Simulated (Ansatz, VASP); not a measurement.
**RbBiTe6: VASP beside Ansatz**

INCAR

```
SYSTEM = RbBiTe6
PREC = Accurate
ENCUT = 520
EDIFF = 1E-6
ISMEAR = -1
SIGMA = 0.1
LREAL = .False.
LASPH = .True.
NELM = 80
ALGO = Normal
ISIF = 2
LWAVE = .False.
LCHARG = .False.
GGA = PE
NBANDS = 40
```

File KPOINTS:

```
regular mesh
0
Gamma
  3 3 3
  0 0 0
```

File POSCAR:

```
RbBiTe6
1.0
    4.7845090000      2.7623340000      3.2628840000
   -4.7845090000      2.7623340000      3.2628840000
    0.0000000000     -5.5246810000      3.2628840000
Bi Rb Te
1 1 6
Direct
    0.0000000000      0.0000000000      0.0000000000
    0.5000000000      0.5000000000      0.5000000000
    0.7160000000      0.7890000000      0.1030000000
    0.1030000000      0.7160000000      0.7890000000
    0.7890000000      0.1030000000      0.7160000000
    0.2840000000      0.2110000000      0.8970000000
    0.8970000000      0.2840000000      0.2110000000
    0.2110000000      0.8970000000      0.2840000000
```

Input for Ansatz:

```yaml
crystal:
  lattice:
    - [4.784509, 2.762334, 3.262884]
    - [-4.784509, 2.762334, 3.262884]
    - [0.0, -5.524681, 3.262884]
  atoms:
    - { symbol: Bi, position: [0.0, 0.0, 0.0] }
    - { symbol: Rb, position: [0.5, 0.5, 0.5] }
    - { symbol: Te, position: [0.716, 0.789, 0.103] }
    - { symbol: Te, position: [0.103, 0.716, 0.789] }
    - { symbol: Te, position: [0.789, 0.103, 0.716] }
    - { symbol: Te, position: [0.284, 0.211, 0.897] }
    - { symbol: Te, position: [0.897, 0.284, 0.211] }
    - { symbol: Te, position: [0.211, 0.897, 0.284] }
  symmetry: { tolerance: 0.0003 }
kpoints:
  mp_grid: { grid: [3, 3, 3], shift: [0, 0, 0] }
magnetization:
  spin_polarized: false
scf:
  occupations: { method: fermi_dirac }
  n_extra_bands: 16
hamiltonian:
  pseudopotentials: { kind: paw }
  xc: pbe
basis:
  ecutwfc: 420
output:
  forces: true
  stress: true
  eigenvalues: true
```

Alike in both runs: task single point; functional PBE; k mesh 3 × 3 × 3; no spin polarisation.

```csv
,VASP,Ansatz
version,VASP 6.6.1,Ansatz 0.2.0
potentials or method,"VASP PAW PBE potentials, release 64 (Bi_d, Rb_sv, Te), cutoff 520 eV",PAW plane waves
occupations,"fermi-dirac, width 0.1 eV",fermi-dirac
valence electrons in the cell,60,120
```

|  | VASP | Ansatz | Ansatz less VASP |
| --- | --- | --- | --- |
| gap on the k mesh at the Fermi level (eV) | none | none | - |
| rms of the force components (eV/Å) | 5.843 | 5.825 | -0.0179 |

Atom by atom the forces differ by 0.018 eV/Å (rms over components). A gap of «none» marks a metal or a gap that the smearing closes. VASP's potentials hold 60 valence electrons a cell and Ansatz's 120, so a difference there can come from the potentials and not from the codes. Ansatz's warnings: structure snapped to symmetry.

Neither program's run includes spin-orbit coupling.
